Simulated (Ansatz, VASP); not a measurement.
## MgCdTe3 in VASP and in Ansatz

File INCAR:

```
PREC = Accurate
ENCUT = 600
EDIFF = 1E-7
ISMEAR = 0
SIGMA = 0.1
LREAL = False
LASPH = True
NELM = 80
ALGO = Normal
ISIF = 3
LWAVE = False
LCHARG = False
GGA = PE
IBRION = 2
NSW = 100
EDIFFG = -0.01
```

The input KPOINTS:

```
regular mesh
0
Gamma
  8 8 8
```

The input POSCAR:

```
MgCdTe3
1.0
    5.5022345559      0.0000000000      0.0000000000
    0.0000000000      5.5022345559      0.0000000000
    0.0000000000      0.0000000000      5.5022345559
Mg Cd Te
1 1 3
Direct
    0.5000000000      0.5000000000      0.5000000000
    0.0000000000      0.0000000000      0.0000000000
    0.0000000000      0.5000000000      0.5000000000
    0.5000000000      0.0000000000      0.5000000000
    0.5000000000      0.5000000000      0.0000000000
```

Input for Ansatz:

```yaml
crystal:
  lattice:
    - [5.5022345559, 0.0, 0.0]
    - [0.0, 5.5022345559, 0.0]
    - [0.0, 0.0, 5.5022345559]
  atoms:
    - { symbol: Mg, position: [0.5, 0.5, 0.5] }
    - { symbol: Cd, position: [0.0, 0.0, 0.0] }
    - { symbol: Te, position: [0.0, 0.5, 0.5] }
    - { symbol: Te, position: [0.5, 0.0, 0.5] }
    - { symbol: Te, position: [0.5, 0.5, 0.0] }
basis:
  ecutwfc: 420
kpoints:
  mp_grid: { grid: [8, 8, 8] }
hamiltonian:
  xc: pbe
scf:
  occupations: { method: gaussian, width: 0.1 }
output:
  forces: true
  stress: true
  eigenvalues: true
relax:
  adjacent_minimum: "off"
  f_tol: 0.01
  max_steps: 80
  cell: { stress_tol: 0.05 }
```

Change from the starting cell: species swapped into the RbCaH3 type (Pm-3m, No. 221).

Alike in both runs: task relaxation of cell and atoms; functional PBE; k mesh 8 × 8 × 8; occupations gaussian, width 0.1 eV; no spin polarisation.

```csv
,VASP,Ansatz
version,VASP 6.6.1,Ansatz 0.2.0
potentials or method,"VASP PAW PBE potentials, release 64 (Mg, Cd, Te), cutoff 600 eV","scalar-relativistic, plane waves, PAW"
valence electrons in the cell,32,78
```

|  | VASP | Ansatz | Ansatz less VASP |
| --- | --- | --- | --- |
| gap on the k mesh at the Fermi level, each at its own relaxed structure (eV) | none | none | - |
| relaxed volume (Å³/atom) | 33.32 | 33.32 | 0.000 |
| relaxed cell length with the largest relative difference (Å) | 5.502 | 5.502 | 0.0000 |

A gap of «none» marks a metal or a gap that the smearing closes. VASP's potentials hold 32 valence electrons a cell and Ansatz's 78, so a difference there can come from the potentials and not from the codes.

Neither program's run includes spin-orbit coupling. Noted on VASP's run: the relaxation stopped at its first step, so nothing moved.
